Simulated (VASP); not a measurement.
Wanted: the native input for a VASP 6.6.1 run.

* Task: single point
* Functional: r2SCAN
* Potentials or basis: VASP PAW PBE potentials, release 64 (Li_sv, H, F)
* Cutoff: 520 eV
* k mesh: 7 × 7 × 7
* Occupations: methfessel-paxton, width 0.1 eV
* Spin: no spin polarisation
* Dipole correction: no
* Further INCAR settings: ALGO = Normal; EDIFF = 1e-06; NBANDS = 17

The system is LiHF2.

```xyz
4
Lattice="1.5235 0.8796 4.5348 -1.5235 0.8796 4.5348 0.0000 -1.7591 4.5348" Properties=species:S:1:pos:R:3 pbc="T T T"
Li    0.0000    0.0000    0.0000
H     0.0000    0.0000    6.8022
F     0.0000    0.0000    5.6227
F     0.0000    0.0000    7.9817
```

The input as run:

POSCAR

```
LiHF2
1.0
    1.5234611535      0.8795700764      4.5348013754
   -1.5234611535      0.8795700764      4.5348013754
    0.0000000000     -1.7591411913      4.5348013754
Li H F
1 1 2
Direct
    0.0000000000      0.0000000000      0.0000000000
    0.5000000000      0.5000000000      0.5000000000
    0.4133020000      0.4133020000      0.4133020000
    0.5866980000      0.5866980000      0.5866980000
```

INCAR.step1

```
SYSTEM = LiHF2
PREC     = Accurate       ! precision mode
ENCUT    = 520            ! plane-wave cutoff, eV
ISMEAR   = 1              ! smearing method
SIGMA    = 0.1            ! smearing width, eV
LREAL    = .False.        ! projectors in reciprocal space
LASPH    = .True.         ! aspherical terms in the spheres
NELM     = 80             ! most SCF steps
NBANDS   = 17             ! bands
GGA      = PE             ! functional
ALGO     = Normal         ! electronic algorithm
EDIFF    = 1E-4           ! SCF threshold, eV
LWAVE    = .True.         ! write WAVECAR
LCHARG   = .False.        ! write CHGCAR
```

INCAR.step2

```
SYSTEM = LiHF2
PREC     = Accurate       ! precision mode
ENCUT    = 520            ! plane-wave cutoff, eV
EDIFF    = 1E-6           ! SCF threshold, eV
ISMEAR   = 1              ! smearing method
SIGMA    = 0.1            ! smearing width, eV
LREAL    = .False.        ! projectors in reciprocal space
LASPH    = .True.         ! aspherical terms in the spheres
NELM     = 80             ! most SCF steps
ALGO     = Normal         ! electronic algorithm
ISIF     = 2              ! what is computed and relaxed
LWAVE    = .False.        ! write WAVECAR
LCHARG   = .False.        ! write CHGCAR
METAGGA  = R2SCAN         ! meta-GGA
LMIXTAU  = .True.       
NBANDS   = 17             ! bands
ISTART   = 1
```

KPOINTS

```
Automatic mesh
0
Gamma
  7 7 7
  0 0 0
```

Potentials or basis: VASP PAW PBE potentials, release 64 (Li_sv, H, F).

Launch:

```bash
$ cat potpaw_PBE.64/Li_sv/POTCAR potpaw_PBE.64/H/POTCAR potpaw_PBE.64/F/POTCAR > POTCAR
$ cp INCAR.step1 INCAR
$ mpirun -np 1 vasp_std > vasp.out
$ cp INCAR.step2 INCAR
$ mpirun -np 1 vasp_std > vasp.out
```

It gave:

```
Largest force          : 0.705 eV/Å
Band gap on the k mesh : 8.61 eV, indirect (least direct gap 8.78 eV)
```

Caveat: the PAW data sets were made with another functional, which shifts forces and pressure a little.

It took 69 s on 1 thread of Intel(R) Xeon(R) 6975P-C (Granite Rapids), with other jobs on the host, peak memory 0.21 GiB.
